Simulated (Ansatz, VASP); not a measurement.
# Sb: VASP beside Ansatz

INCAR

```
PREC = Accurate
ENCUT = 520
EDIFF = 1E-8
ISMEAR = -1
SIGMA = 0.05
LREAL = False
LASPH = True
NELM = 80
ALGO = Normal
ISIF = 2
LWAVE = False
LCHARG = False
GGA = PE
LEFG = True
NBANDS = 8
```

The input KPOINTS:

```
regular mesh
0
Gamma
  13 13 13
```

Contents of POSCAR:

```
Sb
1.0
    3.1494313592      0.0000000000      0.0000000000
    0.0000000000      3.1494313592      0.0000000000
    0.0000000000      0.0000000000      3.1494313592
Sb
1
Direct
    0.0000000000      0.0000000000      0.0000000000
```

Input for Ansatz:

```yaml
crystal:
  lattice:
    - [3.1494313592, 0.0, 0.0]
    - [0.0, 3.1494313592, 0.0]
    - [0.0, 0.0, 3.1494313592]
  atoms:
    - { symbol: Sb, position: [0.0, 0.0, 0.0] }
kpoints:
  mp_grid: { grid: [13, 13, 13] }
scf:
  occupations: { method: fermi_dirac, width: 0.05 }
hamiltonian:
  xc: pbe
  pseudopotentials: { kind: paw }
output:
  forces: true
  stress: true
  eigenvalues: true
  efg: { contact_densities: true }
```

Change from the starting cell: volume scaled by 0.99, PAW files.

Alike in both runs: task electric field gradients; functional PBE; k mesh 13 × 13 × 13; occupations fermi-dirac, width 0.05 eV; no spin polarisation.

|  | VASP | Ansatz |
| --- | --- | --- |
| version | VASP 6.6.1 | Ansatz 0.2.0 |
| potentials or method | VASP PAW PBE potentials, release 64 (Sb) | PAW with Ansatz's default frozen-core files, scalar-relativistic |
| plane-wave cutoff (eV) | 520 | 420 |
| valence electrons in the cell | 5 | 15 |

```tsv
	VASP	Ansatz	Ansatz less VASP
pressure (GPa)	-2.1	-2.1	+0.04
```

With one functional, cell and mesh, what is left measures potentials, basis and numerics. VASP's potentials hold 5 valence electrons a cell and Ansatz's 15, so a difference there can come from the potentials and not from the codes.

Spin-orbit coupling is off throughout.
